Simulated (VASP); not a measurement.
Runs of VASP 6.6.1 on La. The structure is that of space group P6_3/mmc (No. 194), or close to it. The cells are those of the table. 

```csv
task,cell,cutoff (eV),gap on the mesh (eV),pressure (GPa)
single point,"a = 3.673, b = 3.673, c = 5.946 Å, angles 90.0, 90.0, 120.0°, 2 atoms",520,none,0.1
relaxation of volume and atoms at fixed shape,"relaxed from a = 3.750, b = 3.750, c = 6.070 Å, angles 90.0, 90.0, 120.0°, 2 atoms",600,none,0.0
single point,"a = 3.649, b = 3.649, c = 5.906 Å, angles 90.0, 90.0, 120.0°, 2 atoms",520,none,(a)
single point,"a = 3.698, b = 3.698, c = 5.985 Å, angles 90.0, 90.0, 120.0°, 2 atoms",520,none,-0.5
```

Alike in all rows: level PBEsol; potentials or basis VASP PAW PBE potentials, release 64 (La); no spin polarisation; k mesh 7 × 7 × 4; smearing methfessel-paxton 0.05 eV.

Fill in the values left out.

(a) 0.7.

Caveats: the PAW data sets were made with another functional, which shifts forces and pressure a little; spin-orbit coupling is left out, which moves the levels of the heavy elements.

A k mesh can miss the band edges, and the runs leave out spin-orbit coupling on La.

A gap of «none» marks levels without a gap at the run's occupations.
